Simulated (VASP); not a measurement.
Write the native input for VASP 6.6.1 that does the following.

```
Task                   : relaxation of cell and atoms
Functional             : PBE
Potentials or basis    : VASP PAW PBE potentials, release 64 (Ta_pv, Pb_d, O)
Cutoff                 : 600 eV
k mesh                 : 10 × 10 × 10
Occupations            : gaussian, width 0.1 eV
Spin                   : no spin polarisation
Dipole correction      : no
Further INCAR settings : ALGO = Normal; EDIFF = 1e-07; IBRION = 2; EDIFFG = -0.01; NSW = 100; ISIF = 3
```

The structure of Ta3PbO lies in POSCAR:

```
Ta3PbO
1.0
    4.3477136153      0.0000000000      0.0000000000
    0.0000000000      4.3477136153      0.0000000000
    0.0000000000      0.0000000000      4.3477136153
Ta Pb O
3 1 1
Direct
    0.5000000000      0.0000000000      0.0000000000
    0.0000000000      0.5000000000      0.0000000000
    0.0000000000      0.0000000000      0.5000000000
    0.5000000000      0.5000000000      0.5000000000
    0.0000000000      0.0000000000      0.0000000000
```

One way to write it, as run:

INCAR

```
ALGO = Normal
EDIFF = 1E-7
EDIFFG = -0.01
ENCUT = 600
GGA = PE
IBRION = 2
ISIF = 3
ISMEAR = 0
LASPH = T
LCHARG = F
LREAL = F
LWAVE = F
NELM = 100
NSW = 100
PREC = Accurate
SIGMA = 0.1
```

KPOINTS

```
k-points
0
Gamma
  10 10 10
```

Potentials or basis: VASP PAW PBE potentials, release 64 (Ta_pv, Pb_d, O).

Launch:

```console
$ cat potpaw_PBE.64/Ta_pv/POTCAR potpaw_PBE.64/Pb_d/POTCAR potpaw_PBE.64/O/POTCAR > POTCAR
$ mpirun -np 1 vasp_std > vasp.out
```

It gave:

```
Relaxed volume                         : 16.41 Å³/atom
Relaxed cell                           : a = 4.345 Å, b = 4.345 Å, c = 4.345 Å, α = 90.00°, β = 90.00°, γ = 90.00°
Space group after relaxing (to 0.05 Å) : Pm-3m (No. 221)
Energy gained by relaxing              : 0.0 meV/atom
Ionic steps                            : 3
Pressure after relaxing                : 0.0 GPa
```

Caveat: an odd number of electrons without spin polarisation forces a metal; a magnetic or distorted state may lie lower.

Wall time 2.5 min on 1 thread of Intel(R) Xeon(R) 6975P-C (Granite Rapids), on a shared host, peak memory 0.33 GiB.
